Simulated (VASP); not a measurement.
# Co (P6_3/mmc) in VASP: notebook

Runs on Co. Level: PBE. Tasks: single point.

Everything below comes from runs of VASP 6.6.1. Logs are shortened: lines on timing, memory, paths and dates and some standing lists are left out, and cuts for length are marked.

**1. The cell of the first run**

Symmetry: P6_3/mmc, No. 194, hexagonal system. Conventional cell: a = 1.944 Å, b = 1.944 Å, c = 3.156 Å, α = 90.00°, β = 90.00°, γ = 120.00°. Co (site symmetry -6m2) has 12 Co at 1.94 Å within 2.6 Å.

**2. Single point, PBE (5.17 Å³/atom)**

INCAR

```
ALGO     = Normal         # electronic algorithm
EDIFF    = 1E-6           # SCF threshold, eV
ENCUT    = 520            # plane-wave cutoff, eV
GGA      = PE             # functional
ISIF     = 2              # what is computed and relaxed
ISMEAR   = -1             # smearing method
LASPH    = True           # aspherical terms in the spheres
LCHARG   = False          # write CHGCAR
LREAL    = False          # projectors in reciprocal space
LWAVE    = False          # write WAVECAR
NBANDS   = 16             # bands
NELM     = 80             # most SCF steps
PREC     = Accurate       # precision mode
SIGMA    = 0.05           # smearing width, eV
```

KPOINTS

```
k-points
0
Gamma
  17 17 10
```

POSCAR

```
Co
1.0
    1.9442453062      0.0000000000      0.0000000000
   -0.9721226531      1.6837658264      0.0000000000
    0.0000000000      0.0000000000      3.1562854094
Co
2
Direct
    0.3333333333      0.6666666667      0.2500000000
    0.6666666667      0.3333333333      0.7500000000
```

Potentials or basis: VASP PAW PBE potentials, release 64 (Co).

Launch:

```bash
cat potpaw_PBE.64/Co/POTCAR > POTCAR
mpirun -np 1 vasp_std > vasp.out
```

OUTCAR:

```text
EDIFF = 1E-6
   ENCUT = 520
   GGA = PE
   ISIF = 2
   ISMEAR = -1
   LASPH = True
   LREAL = False
   NELM = 80
   PREC = Accurate

 ion  position               nearest neighbor table
   1  0.333  0.667  0.250-   2 1.94   2 1.94   2 1.94   2 1.94   2 1.94   2 1.94   2 2.74   2 2.74
                             2 2.74   2 2.74   2 2.74   2 2.74
   2  0.667  0.333  0.750-   1 1.94   1 1.94   1 1.94   1 1.94   1 1.94   1 1.94   1 2.74   1 2.74
                             1 2.74   1 2.74   1 2.74   1 2.74

  LATTYP: Found a hexagonal cell.
 ALAT       =     1.9442453062
 C/A-ratio  =     1.6233987549

  Lattice vectors:

 A1 = (   1.9442453062,   0.0000000000,   0.0000000000)
 A2 = (  -0.9721226531,   1.6837658264,   0.0000000000)
 A3 = (   0.0000000000,   0.0000000000,   3.1562854094)

Analysis of symmetry for initial positions (statically):
=====================================================================
 Subroutine PRICEL returns:
 Original cell was already a primitive cell.

 Routine SETGRP: Setting up the symmetry group for a
 hexagonal supercell.

 Subroutine GETGRP returns: Found 24 space group operations
 (whereof 12 operations were pure point group operations)
 out of a pool of 24 trial point group operations.

The static configuration has the point symmetry D_3d.
 The point group associated with its full space group is D_6h.

Analysis of symmetry for dynamics (positions and initial velocities):
=====================================================================
 Subroutine PRICEL returns:
 Original cell was already a primitive cell.

 Routine SETGRP: Setting up the symmetry group for a
 hexagonal supercell.

 Subroutine GETGRP returns: Found 24 space group operations
 (whereof 12 operations were pure point group operations)
 out of a pool of 24 trial point group operations.

The dynamic configuration has the point symmetry D_3d.
 The point group associated with its full space group is D_6h.

 Subroutine INISYM returns: Found 24 space group operations
 (whereof 12 operations are pure point group operations),
 and found     1 'primitive' translations

----------------------------------------------------------------------------------------

                                     Primitive cell

  volume of cell :      10.3326

  direct lattice vectors                    reciprocal lattice vectors
     1.944245306  0.000000000  0.000000000     0.514338390  0.296953408  0.000000000
    -0.972122653  1.683765826  0.000000000     0.000000000  0.593906815  0.000000000
     0.000000000  0.000000000  3.156285409     0.000000000  0.000000000  0.316828129

  length of vectors
     1.944245306  1.944245306  3.156285409     0.593906816  0.593906815  0.316828129

  position of ions in fractional coordinates (direct lattice)
     0.333333333  0.666666667  0.250000000
     0.666666667  0.333333333  0.750000000

  ion indices of the primitive-cell ions
   primitive index   ion index
                 1           1
                 2           2

----------------------------------------------------------------------------------------

 KPOINTS: k-points

Automatic generation of k-mesh.
 Grid dimensions read from file:
 generate k-points for:   17   17   10

 Generating k-lattice:

  Cartesian coordinates                     Fractional coordinates (reciprocal lattice)
     0.030255199  0.017467848  0.000000000     0.058823529  0.000000000  0.000000000
     0.000000000  0.034935695  0.000000000     0.000000000  0.058823529  0.000000000
     0.000000000  0.000000000  0.031682813     0.000000000  0.000000000  0.100000000

  Length of vectors
     0.034935695  0.034935695  0.031682813

  Shift w.r.t. Gamma in fractional coordinates (k-lattice)
     0.000000000  0.000000000  0.000000000

 Subroutine IBZKPT returns following result:
 ===========================================

 Found    198 irreducible k-points:

 Following reciprocal coordinates:
            Coordinates               Weight
  0.000000  0.000000  0.000000      1.000000
  0.058824 -0.000000  0.000000      6.000000
  0.117647 -0.000000  0.000000      6.000000
  0.176471 -0.000000  0.000000      6.000000
  0.235294 -0.000000  0.000000      6.000000
  0.294118  0.000000  0.000000      6.000000
[... 16 lines left out ...]
  0.411765  0.117647  0.000000     12.000000
  0.176471  0.176471  0.000000      6.000000
 [... further k-points ...]
   k-points           NKPTS =    198   k-points in BZ     NKDIM =    198   number of bands    NBANDS=     16
   number of dos      NEDOS =    301   number of ions     NIONS =      2
   total plane-waves  NPLWV =   4704
   dimension x,y,z NGX =    14 NGY =   14 NGZ =   24
   dimension x,y,z NGXF=    28 NGYF=   28 NGZF=   48
   ions per type =               2
   NGX,Y,Z   is equivalent  to a cutoff of  11.97, 11.97, 12.64 a.u.
   NGXF,Y,Z  is equivalent  to a cutoff of  23.94, 23.94, 25.28 a.u.
 SYSTEM =  unknown system
   PREC   = accura    normal or accurate (medium, high low for compatibility)
   ISTART =      0    job   : 0-new  1-cont  2-samecut
   ICHARG =      2    charge: 1-file 2-atom 10-const
   ISPIN  =      1    spin polarized calculation?
   LNONCOLLINEAR =      F non collinear calculations
   LSORBIT =      F    spin-orbit coupling
   LASPH  =      T    aspherical Exc in radial PAW
   ENCUT  =  520.0 eV  38.22 Ry    6.18 a.u.   3.62  3.62  5.87*2*pi/ulx,y,z
   NELM   =     80;   NELMIN=  2; NELMDL= -5     # of ELM steps
   EDIFF  = 0.1E-05   stopping-criterion for ELM
   LREAL  =      F    real-space projection
   EDIFFG = 0.1E-04   stopping-criterion for IOM
   NSW    =      0    number of steps for IOM
   IBRION =     -1    ionic relax: 0-MD 1-quasi-New 2-CG
   NFREE  =      0    steps in history (QN), initial steepest desc. (CG)
   ISIF   =      2    stress and relaxation
   ISYM   =      2    0-nonsym 1-usesym 2-fastsym
   POTIM  = 0.5000    time-step for ionic-motion
   TEBEG  =    0.0;   TEEND  =   0.0 temperature during run
   PSTRESS=    0.0 pullay stress
   NELECT =      18.0000    total number of electrons
   NUPDOWN=      -1.0000    fix difference up-down
   EMIN   =  10.00;   EMAX   =-10.00  energy-range for DOS
   EFERMI =   0.00;   METHOD = LEGACY
   ISMEAR =    -1;   SIGMA  =   0.05  broadening in eV -4-tet -1-fermi 0-gaus
   EFERMI_NEDOS =   21; number of points for ismear=-14 and -15
   IALGO  =     38    algorithm
   IMIX   =      4    mixing-type and parameters
     AMIX     =   0.40;   BMIX     =  1.00
     AMIX_MAG =   1.60;   BMIX_MAG =  1.00
  volume/ion in A,a.u.               =       5.17        34.86
  Fermi-wavevector in a.u.,A,eV,Ry     =   1.969833  3.722444 52.793878  3.880241
  Thomas-Fermi vector in A             =   2.992737
   LORBIT       =      0    0 simple, 1 ext, 2 COOP (PROOUT), +10 PAW based schemes
   GGA     = PE    functional components
   LHFCALC =     F    Hartree Fock is set to
   AEXX    =    0.0000 exact exchange contribution
   IVDW    =     0    specifies the selected vdW correction
   LEPSILON=     F    determine dielectric tensor
   LRPA    =     F    only Hartree local field effects (RPA)
 non-spin polarized calculation
  energy-cutoff  :      520.00
  volume of cell :       10.33
 maximum number of plane-waves:       300
   NGX =  7   NGY =  7   NGZ = 11

 number of electron      17.9999992 magnetization

 Free energy of the ion-electron system (eV)
  ---------------------------------------------------
  ext. energy  EPLUGINS =         0.00000000
  ---------------------------------------------------
  free energy    TOTEN  =         0.86786307 eV

  energy without entropy =        0.88398489  energy(sigma->0) =        0.87592398

 E-fermi :  27.0135     XC(G=0): -18.4037

 val. band max:       27.0115904985   @ k =   0.3529   0.2353   0.1000
 cond. band min:      27.0158307820   @ k =   0.0000   0.0000   0.3000
 fundamental gap:      0.0042402835
 Fermi energy:        27.0134669591

 k-point     1 :       0.0000    0.0000    0.0000
  band No.  band energies     occupation
      1      12.9508      2.00000
      2      15.5277      2.00000
      3      21.5058      2.00000
      4      21.5770      2.00000
      5      21.5770      2.00000
      6      22.6629      2.00000
[... 8 lines left out ...]
     15      58.6245      0.00000
     16      59.3996      0.00000

 k-point     2 :       0.0588   -0.0000    0.0000
  band No.  band energies     occupation
      1      13.1830      2.00000
      2      15.7013      2.00000
      3      21.0440      2.00000
      4      21.7500      2.00000
      5      21.9647      2.00000
      6      22.5628      2.00000
[... 8 lines left out ...]
     15      58.8098      0.00000
     16      59.3862      0.00000

 k-point     3 :       0.1176   -0.0000    0.0000
  band No.  band energies     occupation
      1      13.8446      2.00000
      2      16.1649      2.00000
      3      20.4354      2.00000
      4      22.1772      2.00000
      5      22.2560      2.00000
      6      22.4907      2.00000
[... 8 lines left out ...]
     15      58.9876      0.00000
     16      59.2750      0.00000

 k-point     4 :       0.1765   -0.0000    0.0000
  band No.  band energies     occupation
      1      14.8129      2.00000
      2      16.7168      2.00000
      3      19.8593      2.00000
      4      20.8759      2.00000
      5      21.8810      2.00000
      6      22.8861      2.00000
[... 8 lines left out ...]
     15      58.3800      0.00000
     16      58.8773      0.00000
[... 324 lines left out ...]
 k-point    22 :       0.3529    0.1176    0.0000
  band No.  band energies     occupation
      1      16.0382      2.00000
      2      16.3011      2.00000
      3      17.6352      2.00000
      4      20.9168      2.00000
      5      21.1600      2.00000
      6      22.1755      2.00000
[... 8 lines left out ...]
     15      48.8167      0.00000
     16      49.9542      0.00000

 k-point    23 :       0.4118    0.1176    0.0000
  band No.  band energies     occupation
      1      15.8094      2.00000
      2      15.9705      2.00000
      3      17.5549      2.00000
      4      20.9148      2.00000
      5      21.7282      2.00000
      6      21.9123      2.00000
[... 8 lines left out ...]
     15      47.9514      0.00000
     16      48.3927      0.00000

 k-point    24 :       0.1765    0.1765    0.0000
  band No.  band energies     occupation
      1      17.5248      2.00000
      2      17.8694      2.00000
      3      18.0492      2.00000
      4      18.2669      2.00000
      5      21.0834      2.00000
      6      21.9439      2.00000
[... 8 lines left out ...]
     15      50.7015      0.00000
     16      53.9035      0.00000

 [... further k-points ...]
[... 5 lines left out ...]
  --------------------------------------------------------------------------------------
  -------------------------------------------------------------------------------------
  Total       55.0365091     55.0365091     54.9327112      0.0000000     -0.0000000      0.0000000
  in kB     8533.9961806   8533.9961811   8517.9012142      0.0000000     -0.0000000      0.0000000
  external PRESSURE =    8528.6311920 kB  Pullay stress =       0.0000000 kB

 VOLUME and BASIS-vectors are now :
 -----------------------------------------------------------------------------
  energy-cutoff  :      520.00
  volume of cell :       10.33
      direct lattice vectors                 reciprocal lattice vectors
     1.944245306  0.000000000  0.000000000     0.514338390  0.296953408  0.000000000
    -0.972122653  1.683765826  0.000000000     0.000000000  0.593906815  0.000000000
     0.000000000  0.000000000  3.156285409     0.000000000  0.000000000  0.316828129

 POSITION                                       TOTAL-FORCE (eV/Angst)
 -----------------------------------------------------------------------------------
     -0.00000      1.12251      0.78907         0.000000     -0.000000      0.000000
      0.97212      0.56126      2.36721        -0.000000      0.000000      0.000000
 -----------------------------------------------------------------------------------
    total drift:                                0.000000     -0.000000     -0.000000

  FREE ENERGIE OF THE ION-ELECTRON SYSTEM (eV)
  ---------------------------------------------------
  free  energy   TOTEN  =         0.8678630708 eV

  energy  without entropy=        0.8839848862  energy(sigma->0) =        0.87592398
```

Run time: 21 s. Hardware: 1 thread of Intel Xeon Platinum 8488C (Sapphire Rapids), shared host; peak memory 0.13 GiB.

The run converged, but its numbers aren't listed here, since they failed a check.

Caveat: the cell stands under pressure; the run has no spin polarisation, though such a crystal can be magnetic.

**3. Single point, PBE**

This run uses another cell than the first one, of 5.99 Å³/atom.

INCAR

```
PREC = Accurate
ENCUT = 520
EDIFF = 1E-6
ISMEAR = -1
SIGMA = 0.05
LREAL = F
LASPH = T
NELM = 80
ALGO = Normal
ISIF = 2
LWAVE = F
LCHARG = F
GGA = PE
NBANDS = 16
```

KPOINTS

```
Automatic mesh
0
Gamma
  17 17 10
```

POSCAR

```
Co
1.0
    2.0437601365      0.0000000000      0.0000000000
   -1.0218800682      1.7699481974      0.0000000000
    0.0000000000      0.0000000000      3.3134202893
Co
2
Direct
    0.3333333333      0.6666666667      0.2500000000
    0.6666666667      0.3333333333      0.7500000000
```

Potentials or basis: VASP PAW PBE potentials, release 64 (Co).

Launch:

```bash
cat potpaw_PBE.64/Co/POTCAR > POTCAR
mpirun -np 1 vasp_std > vasp.out
```

Run time: 27 s. Hardware: 1 thread of Intel Xeon Platinum 8488C (Sapphire Rapids), shared host; peak memory 0.15 GiB.

It converged, with:

```
Free energy            : -5.8342 eV
Pressure               : 482.2 GPa
Band gap on the k mesh : zero (bands 9 and 10 overlap by 3.35 eV)
```

Stress tensor (GPa, compression positive):
```
482.43   0.00   0.00
  0.00 482.43   0.00
  0.00   0.00 481.86
```

Levels at points of the mesh, in eV from the Fermi level:
```csv
k point,band 5,band 6,band 7,band 8,band 9,band 10,band 11,band 12,band 13,band 14
"(0.00, 0.00, 0.00)",-4.35,-3.49,-3.49,-2.57,-2.57,-0.32,0.14,0.14,13.56,25.87
"(0.00, 0.00, 0.50)",-4.48,-4.48,-4.48,-4.48,-0.56,-0.56,-0.56,-0.56,22.44,22.44
```

Caveat: the cell stands under pressure; the run has no spin polarisation, though such a crystal can be magnetic. Spin polarisation is off, so any magnetic state and its effect on volume and gap are missing.

**4. Single point, PBE (5.99 Å³/atom)**

This run uses another cell than the first one, of 5.99 Å³/atom.

INCAR

```
SYSTEM = Co
PREC = Accurate
ENCUT = 520
EDIFF = 1E-7
ISMEAR = -1
SIGMA = 0.05
LREAL = .False.
LASPH = .True.
NELM = 60
ALGO = Normal
ISIF = 2
LWAVE = .False.
LCHARG = .False.
GGA = PE
NBANDS = 16
```

KPOINTS

```
Automatic mesh
0
Gamma
  17 17 10
  0 0 0
```

POSCAR is that of step 3.

Launch:

```bash
cat potpaw_PBE.64/Co/POTCAR > POTCAR
mpirun -np 1 vasp_std > vasp.out
```

Wall time 27 s (1 thread of Intel Xeon Platinum 8488C (Sapphire Rapids), shared host); peak memory 0.15 GiB.

The run converged. Its results:

```
Free energy            : -5.8342 eV
Pressure               : 482.3 GPa
Band gap on the k mesh : zero (bands 9 and 10 overlap by 3.35 eV)
```

Stress tensor (GPa, compression positive):
```
482.46   0.00   0.00
  0.00 482.46   0.00
  0.00   0.00 481.89
```

Levels at points of the mesh, in eV from the Fermi level:
```csv
k point,band 6,band 7,band 8,band 9,band 10,band 11,band 12,band 13
"(0.00, 0.00, 0.00)",-3.49,-3.49,-2.57,-2.57,-0.32,0.14,0.14,13.56
"(0.00, 0.00, 0.50)",-4.48,-4.48,-4.48,-0.56,-0.56,-0.56,-0.56,22.44
```

Caveat: the cell stands under pressure; the run has no spin polarisation, though such a crystal can be magnetic. Spin polarisation is off, so any magnetic state and its effect on volume and gap are missing.

[end of part 1 of 2]
